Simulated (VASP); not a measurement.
NaF: single point with PBE

The system is NaF.

```
Na F
1.0
     0.00000    2.29724    2.29724
     2.16768    0.00000    2.29724
     2.16768    2.29724    0.00000
Na F
1 1
Direct
  0.00000 0.00000 0.00000
  0.50000 0.50000 0.50000
```

This cell differs from its parent crystal: uniaxial x strain -5.6%.

```
Program             : VASP 6.6.1
Task                : single point
Functional          : PBE
Potentials or basis : VASP PAW PBE potentials, release 64 (Na_pv, F)
Cutoff              : 600 eV
k mesh              : 6 × 6 × 6
Occupations         : gaussian, width 0.01 eV
Spin                : no spin polarisation
```

```
Pressure               : 8.0 GPa
Band gap on the k mesh : 6.76 eV
```

Stress tensor (GPa, compression positive):
```
13.87  0.00  0.00
 0.00  5.12  0.00
 0.00  0.00  5.12
```

Levels at points of the mesh, in eV from the valence-band top:
```tsv
k point	band 4	band 5	band 6	band 7	band 8	band 9	band 10	band 11
(0.00, 0.00, 0.00)	-18.69	-0.01	-0.01	0.00	6.76	19.46	19.46	19.89
(0.50, 0.00, 0.00)	-17.91	-1.79	-0.34	-0.29	11.30	13.18	20.48	21.66
(0.50, 0.50, 0.00)	-18.76	-1.45	-0.45	-0.38	13.59	13.81	14.39	20.83
(0.00, 0.50, 0.50)	-18.79	-1.32	-0.53	-0.53	13.19	14.41	14.62	20.41
```

Wall time 10 s on 1 thread of Intel(R) Xeon(R) Platinum 8259CL CPU @ 2.50GHz (Skylake/Cascade Lake), with other jobs on the host, peak memory 0.15 GiB.

Caveat: the cell differs from its parent crystal (uniaxial x strain -5.6%); the cell stands under pressure.
